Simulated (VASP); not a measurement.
# Rh (Fm-3m) in VASP: further runs

The runs below take Rh through single point, with LDA.

Program: VASP 6.6.1. These are calculated values, not measurements. Logs are shortened: lines on timing, memory, paths and dates and some standing lists are left out, and cuts for length are marked.

### 1 The cell of the first run

Symmetry: Fm-3m, No. 225, cubic system. Conventional cell: a = 3.755 Å, b = 3.755 Å, c = 3.755 Å, α = 90.00°, β = 90.00°, γ = 90.00°. Rh (site symmetry m-3m) has 12 Rh at 2.66 Å within 3.5 Å.

### 2 Single point, LDA

INCAR reads:

```
SYSTEM = Rh
ALGO = Normal ; EDIFF = 1E-6
ENCUT = 520 ; ISIF = 2
ISMEAR = -1 ; LASPH = .TRUE.
LCHARG = .FALSE. ; LREAL = .FALSE.
LWAVE = .FALSE. ; NBANDS = 14
NELM = 60 ; PREC = Accurate
SIGMA = 0.1
```

KPOINTS reads:

```
k-points
0
G
  24 24 24
  0 0 0
```

POSCAR reads:

```
Rh
1.0
    0.0000000000      1.8776226225      1.8776226225
    1.8776226225      0.0000000000      1.8776226225
    1.8776226225      1.8776226225      0.0000000000
Rh
1
Direct
    0.0000000000      0.0000000000      0.0000000000
```

Potentials or basis: VASP PAW LDA potentials, release 64 (Rh_pv).

Started as:

```console
$ cat potpaw_LDA.64/Rh_pv/POTCAR > POTCAR
$ mpirun -np 1 vasp_std > vasp.out
```

OUTCAR:

```text
SYSTEM = Rh
   EDIFF = 1E-6
   ENCUT = 520
   ISIF = 2
   ISMEAR = -1
   LASPH = .TRUE.
   LREAL = .FALSE.
   NELM = 60
   PREC = Accurate

 ion  position               nearest neighbor table
   1  0.000  0.000  0.000-

  LATTYP: Found a face centered cubic cell.
 ALAT       =     3.7552452450

  Lattice vectors:

 A1 = (   0.0000000000,   1.8776226225,   1.8776226225)
 A2 = (   1.8776226225,   0.0000000000,   1.8776226225)
 A3 = (   1.8776226225,   1.8776226225,   0.0000000000)

Analysis of symmetry for initial positions (statically):
=====================================================================
 Subroutine PRICEL returns:
 Original cell was already a primitive cell.

 Routine SETGRP: Setting up the symmetry group for a
 face centered cubic supercell.

 Subroutine GETGRP returns: Found 48 space group operations
[... 9 lines left out ...]

 Routine SETGRP: Setting up the symmetry group for a
 face centered cubic supercell.

 Subroutine GETGRP returns: Found 48 space group operations
[... 11 lines left out ...]
                                     Primitive cell

  volume of cell :      13.2390

  direct lattice vectors                    reciprocal lattice vectors
     0.000000000  1.877622622  1.877622622    -0.266294192  0.266294192  0.266294192
     1.877622622  0.000000000  1.877622622     0.266294192 -0.266294192  0.266294192
     1.877622622  1.877622622  0.000000000     0.266294192  0.266294192 -0.266294192

  length of vectors
     2.655359378  2.655359378  2.655359378     0.461235071  0.461235071  0.461235071

  position of ions in fractional coordinates (direct lattice)
     0.000000000  0.000000000  0.000000000

  ion indices of the primitive-cell ions
   primitive index   ion index
                 1           1

----------------------------------------------------------------------------------------

 KPOINTS: k-points

Automatic generation of k-mesh.
 Grid dimensions read from file:
 generate k-points for:   24   24   24

 Generating k-lattice:

  Cartesian coordinates                     Fractional coordinates (reciprocal lattice)
    -0.011095591  0.011095591  0.011095591     0.041666667  0.000000000  0.000000000
     0.011095591 -0.011095591  0.011095591     0.000000000  0.041666667  0.000000000
     0.011095591  0.011095591 -0.011095591     0.000000000  0.000000000  0.041666667

  Length of vectors
     0.019218128  0.019218128  0.019218128

  Shift w.r.t. Gamma in fractional coordinates (k-lattice)
     0.000000000  0.000000000  0.000000000

 Subroutine IBZKPT returns following result:
 ===========================================

 Found    413 irreducible k-points:

 Following reciprocal coordinates:
            Coordinates               Weight
  0.000000  0.000000  0.000000      1.000000
  0.041667  0.000000  0.000000      8.000000
  0.083333  0.000000  0.000000      8.000000
  0.125000  0.000000  0.000000      8.000000
  0.166667  0.000000  0.000000      8.000000
  0.208333  0.000000  0.000000      8.000000
[... 16 lines left out ...]
  0.416667  0.041667  0.000000     24.000000
  0.458333  0.041667  0.000000     24.000000
 [... further k-points ...]
   k-points           NKPTS =    413   k-points in BZ     NKDIM =    413   number of bands    NBANDS=     14
   number of dos      NEDOS =    301   number of ions     NIONS =      1
   total plane-waves  NPLWV =   8000
   dimension x,y,z NGX =    20 NGY =   20 NGZ =   20
   dimension x,y,z NGXF=    40 NGYF=   40 NGZF=   40
   ions per type =               1
   NGX,Y,Z   is equivalent  to a cutoff of  12.52, 12.52, 12.52 a.u.
   NGXF,Y,Z  is equivalent  to a cutoff of  25.04, 25.04, 25.04 a.u.
 SYSTEM =  Rh
   PREC   = accura    normal or accurate (medium, high low for compatibility)
   ISTART =      0    job   : 0-new  1-cont  2-samecut
   ICHARG =      2    charge: 1-file 2-atom 10-const
   ISPIN  =      1    spin polarized calculation?
   LNONCOLLINEAR =      F non collinear calculations
   LSORBIT =      F    spin-orbit coupling
   LASPH  =      T    aspherical Exc in radial PAW
   ENCUT  =  520.0 eV  38.22 Ry    6.18 a.u.   4.94  4.94  4.94*2*pi/ulx,y,z
   NELM   =     60;   NELMIN=  2; NELMDL= -5     # of ELM steps
   EDIFF  = 0.1E-05   stopping-criterion for ELM
   LREAL  =      F    real-space projection
   EDIFFG = 0.1E-04   stopping-criterion for IOM
   NSW    =      0    number of steps for IOM
   IBRION =     -1    ionic relax: 0-MD 1-quasi-New 2-CG
[... 8 lines left out ...]
   EMIN   =  10.00;   EMAX   =-10.00  energy-range for DOS
   EFERMI =   0.00;   METHOD = LEGACY
   ISMEAR =    -1;   SIGMA  =   0.10  broadening in eV -4-tet -1-fermi 0-gaus
   EFERMI_NEDOS =   21; number of points for ismear=-14 and -15
   IALGO  =     38    algorithm
   IMIX   =      4    mixing-type and parameters
     AMIX     =   0.40;   BMIX     =  1.00
     AMIX_MAG =   1.60;   BMIX_MAG =  1.00
  volume/ion in A,a.u.               =      13.24        89.34
  Fermi-wavevector in a.u.,A,eV,Ry     =   1.706686  3.225169 39.630735  2.912777
  Thomas-Fermi vector in A             =   2.785677
   LORBIT       =      0    0 simple, 1 ext, 2 COOP (PROOUT), +10 PAW based schemes
   GGA     = CA    functional components
   LHFCALC =     F    Hartree Fock is set to
   AEXX    =    0.0000 exact exchange contribution
   IVDW    =     0    specifies the selected vdW correction
   LEPSILON=     F    determine dielectric tensor
   LRPA    =     F    only Hartree local field effects (RPA)
 non-spin polarized calculation
  energy-cutoff  :      520.00
  volume of cell :       13.24
 maximum number of plane-waves:       368
   NGX =  9   NGY =  9   NGZ =  9

 number of electron      15.0000002 magnetization

 Free energy of the ion-electron system (eV)
  ---------------------------------------------------
  ext. energy  EPLUGINS =         0.00000000
  ---------------------------------------------------
  free energy    TOTEN  =        -8.70407200 eV

  energy without entropy =       -8.66325977  energy(sigma->0) =       -8.68366589

 E-fermi :  12.4151     XC(G=0): -14.5938

 val. band max:       12.4137944434   @ k =  -0.4583   0.4167   0.0833
 cond. band min:      12.4163864100   @ k =  -0.4167   0.4583   0.0833
 fundamental gap:      0.0025919666
 Fermi energy:        12.4150986106

 k-point     1 :       0.0000    0.0000    0.0000
  band No.  band energies     occupation
      1     -33.8066      2.00000
      2     -33.8066      2.00000
      3     -33.8066      2.00000
      4       4.1131      2.00000
      5       9.1270      2.00000
      6       9.1270      2.00000
      7       9.1270      2.00000
      8      11.3819      1.99993
      9      11.3819      1.99993
     10      28.3344      0.00000
     11      32.6657      0.00000
     12      33.9572      0.00000
     13      33.9572      0.00000
     14      33.9572      0.00000

 k-point     2 :       0.0417    0.0000    0.0000
  band No.  band energies     occupation
      1     -33.8217      2.00000
      2     -33.8087      2.00000
      3     -33.8087      2.00000
      4       4.1863      2.00000
      5       9.0929      2.00000
      6       9.1567      2.00000
      7       9.1567      2.00000
      8      11.3643      1.99995
      9      11.3643      1.99995
     10      28.4462      0.00000
     11      32.6652      0.00000
     12      33.5479      0.00000
     13      34.0677      0.00000
     14      34.0677      0.00000

 k-point     3 :       0.0833    0.0000    0.0000
  band No.  band energies     occupation
      1     -33.8658      2.00000
      2     -33.8145      2.00000
      3     -33.8145      2.00000
      4       4.4008      2.00000
      5       9.0000      2.00000
      6       9.2394      2.00000
      7       9.2394      2.00000
      8      11.3195      1.99997
      9      11.3195      1.99997
     10      28.7635      0.00000
     11      32.5736      0.00000
     12      32.6800      0.00000
     13      34.3935      0.00000
     14      34.3935      0.00000

 k-point     4 :       0.1250    0.0000    0.0000
  band No.  band energies     occupation
      1     -33.9354      2.00000
      2     -33.8239      2.00000
      3     -33.8239      2.00000
      4       4.7383      2.00000
      5       8.8775      2.00000
      6       9.3555      2.00000
      7       9.3555      2.00000
      8      11.2719      1.99998
      9      11.2719      1.99998
     10      29.2275      0.00000
     11      31.4245      0.00000
     12      32.6678      0.00000
     13      34.9174      0.00000
     14      34.9174      0.00000

 k-point     5 :       0.1667    0.0000    0.0000
  band No.  band energies     occupation
      1     -34.0255      2.00000
      2     -33.8360      2.00000
      3     -33.8360      2.00000
      4       5.1604      2.00000
      5       8.7774      2.00000
      6       9.4682      2.00000
      7       9.4682      2.00000
      8      11.2637      1.99998
      9      11.2637      1.99998
     10      29.7174      0.00000
     11      30.2230      0.00000
     12      32.6665      0.00000
     13      35.6100      0.00000
     14      35.6100      0.00000

 k-point     6 :       0.2083    0.0000    0.0000
  band No.  band energies     occupation
      1     -34.1295      2.00000
      2     -33.8501      2.00000
      3     -33.8501      2.00000
      4       5.5955      2.00000
      5       8.7830      2.00000
      6       9.5305      2.00000
      7       9.5305      2.00000
      8      11.3454      1.99995
      9      11.3454      1.99995
     10      28.9815      0.00000
     11      30.0942      0.00000
     12      32.6664      0.00000
     13      36.4224      0.00000
     14      36.4224      0.00000

 k-point     7 :       0.2500    0.0000    0.0000
  band No.  band energies     occupation
      1     -34.2399      2.00000
      2     -33.8652      2.00000
      3     -33.8652      2.00000
      4       5.9363      2.00000
      5       9.0078      2.00000
      6       9.5153      2.00000
      7       9.5153      2.00000
      8      11.5434      1.99967
      9      11.5434      1.99967
     10      27.7486      0.00000
     11      30.1029      0.00000
     12      32.6664      0.00000
     13      37.2297      0.00000
     14      37.2297      0.00000
[... 205 lines left out ...]
 k-point    20 :       0.2917    0.0417    0.0000
  band No.  band energies     occupation
      1     -34.3135      2.00000
      2     -33.8881      2.00000
      3     -33.8742      2.00000
      4       6.1266      2.00000
      5       9.1778      2.00000
      6       9.4626      2.00000
      7       9.5264      2.00000
      8      11.6124      1.99935
      9      11.9565      1.97983
     10      26.9516      0.00000
     11      29.9649      0.00000
     12      32.6667      0.00000
     13      36.1988      0.00000
     14      37.6432      0.00000

 k-point    21 :       0.3333    0.0417    0.0000
  band No.  band energies     occupation
      1     -34.4165      2.00000
      2     -33.9018      2.00000
      3     -33.8898      2.00000
      4       6.1840      2.00000
      5       9.3158      2.00000
      6       9.4287      2.00000
      7       9.8485      2.00000
      8      12.0310      1.95797
      9      12.2700      1.62021
     10      25.6325      0.00000
     11      29.4451      0.00000
     12      32.6667      0.00000
     13      35.6931      0.00000
     14      36.9393      0.00000

 k-point    22 :       0.3750    0.0417    0.0000
  band No.  band energies     occupation
      1     -34.5067      2.00000
      2     -33.9131      2.00000
      3     -33.9044      2.00000
      4       6.1442      2.00000
      5       9.1976      2.00000
      6       9.3189      2.00000
      7      10.6241      2.00000
      8      12.5127      0.54755
      9      12.5808      0.32034
     10      24.2906      0.00000
     11      28.8870      0.00000
     12      32.6667      0.00000
     13      34.9485      0.00000
     14      35.8720      0.00000

 k-point    23 :       0.4167    0.0417    0.0000
  band No.  band energies     occupation
      1     -34.5784      2.00000
      2     -33.9213      2.00000
      3     -33.9169      2.00000
      4       6.0750      2.00000
      5       9.0968      2.00000
      6       9.2192      2.00000
      7      11.3735      1.99994
      8      12.8401      0.02814
      9      13.0397      0.00387
     10      23.0204      0.00000
     11      28.4268      0.00000
     12      32.6669      0.00000
     13      34.3054      0.00000
     14      34.9165      0.00000

 k-point    24 :       0.4583    0.0417    0.0000
  band No.  band energies     occupation
      1     -34.6271      2.00000
      2     -33.9264      2.00000
      3     -33.9259      2.00000
      4       6.0156      2.00000
      5       9.0290      2.00000
      6       9.1449      2.00000
      7      11.9335      1.98394
      8      13.0061      0.00541
      9      13.5616      0.00002
     10      21.9878      0.00000
     11      28.1180      0.00000
     12      32.6668      0.00000
     13      33.9028      0.00000
     14      34.1946      0.00000

 [... further k-points ...]
[... 5 lines left out ...]
  --------------------------------------------------------------------------------------
  -------------------------------------------------------------------------------------
  Total        0.0728258      0.0728258      0.0728258     -0.0000000     -0.0000000     -0.0000000
  in kB        8.8133462      8.8133462      8.8133462     -0.0000000     -0.0000000     -0.0000000
  external PRESSURE =       8.8133462 kB  Pullay stress =       0.0000000 kB

 VOLUME and BASIS-vectors are now :
 -----------------------------------------------------------------------------
  energy-cutoff  :      520.00
  volume of cell :       13.24
      direct lattice vectors                 reciprocal lattice vectors
     0.000000000  1.877622622  1.877622622    -0.266294192  0.266294192  0.266294192
     1.877622622  0.000000000  1.877622622     0.266294192 -0.266294192  0.266294192
     1.877622622  1.877622622  0.000000000     0.266294192  0.266294192 -0.266294192

 POSITION                                       TOTAL-FORCE (eV/Angst)
 -----------------------------------------------------------------------------------
      0.00000      0.00000      0.00000        -0.000000     -0.000000      0.000000
 -----------------------------------------------------------------------------------
    total drift:                                0.000000      0.000000      0.000000

  FREE ENERGIE OF THE ION-ELECTRON SYSTEM (eV)
  ---------------------------------------------------
  free  energy   TOTEN  =        -8.7040720017 eV

  energy  without entropy=       -8.6632597710  energy(sigma->0) =       -8.68366589
```

It took 34 s on 1 thread of Intel Xeon Platinum 8488C (Sapphire Rapids), shared host; peak memory 0.18 GiB.

What came out:

```yaml
Free_energy: -8.7041 eV
Pressure: 0.9 GPa
```

Levels at points of the mesh, in eV from the Fermi level:
| k point | band 5 | band 6 | band 7 | band 8 | band 9 | band 10 |
| --- | --- | --- | --- | --- | --- | --- |
| (0.00, 0.00, 0.00) | -3.29 | -3.29 | -3.29 | -1.03 | -1.03 | 15.92 |
| (0.50, 0.00, 0.00) | -3.36 | -3.36 | 0.63 | 0.63 | 0.66 | 8.99 |
| (0.50, 0.50, 0.00) | -6.33 | 0.61 | 1.07 | 1.07 | 3.26 | 12.74 |

### 3 Single point, LDA

INCAR reads:

```
ALGO = Normal ; EDIFF = 1E-6
ENCUT = 520 ; GGA = CA
ISIF = 2 ; ISMEAR = -1
LASPH = T ; LCHARG = T
LELF = T ; LREAL = F
LVHAR = T ; LWAVE = F
NBANDS = 14 ; NELM = 80
PREC = Accurate ; SIGMA = 0.1
```

KPOINTS reads:

```
k-points
0
Gamma
  14 14 14
```

POSCAR reads:

```
Rh
1.0
    0.0000000000      1.8776226216      1.8776226216
    1.8776226216      0.0000000000      1.8776226216
    1.8776226216      1.8776226216      0.0000000000
Rh
1
Direct
    0.0000000000      0.0000000000      0.0000000000
```

Potentials or basis: VASP PAW LDA potentials, release 64 (Rh_pv).

Started as:

```console
$ cat potpaw_LDA.64/Rh_pv/POTCAR > POTCAR
$ mpirun -np 1 vasp_std > vasp.out
```

Wall time 12 s (1 thread of Intel Xeon Platinum 8259CL at 2.50GHz (Skylake/Cascade Lake), shared host); peak memory 0.13 GiB.

It converged, with:

| Item | Value |
| --- | --- |
| Free energy | -8.7026 eV |
| Pressure | 0.9 GPa |

Levels at points of the mesh, in eV from the Fermi level:
```
           k point  band 4  band 5  band 6  band 7  band 8  band 9  band 10  band 11
(0.00, 0.00, 0.00)   -8.31   -3.29   -3.29   -3.29   -1.03   -1.03    15.92    20.27
(0.50, 0.00, 0.00)   -6.49   -3.36   -3.36    0.64    0.64    0.66     8.99    15.45
(0.50, 0.50, 0.00)   -6.70   -6.33    0.62    1.08    1.08    3.26    12.74    13.43
```

[end of part 1 of 2]
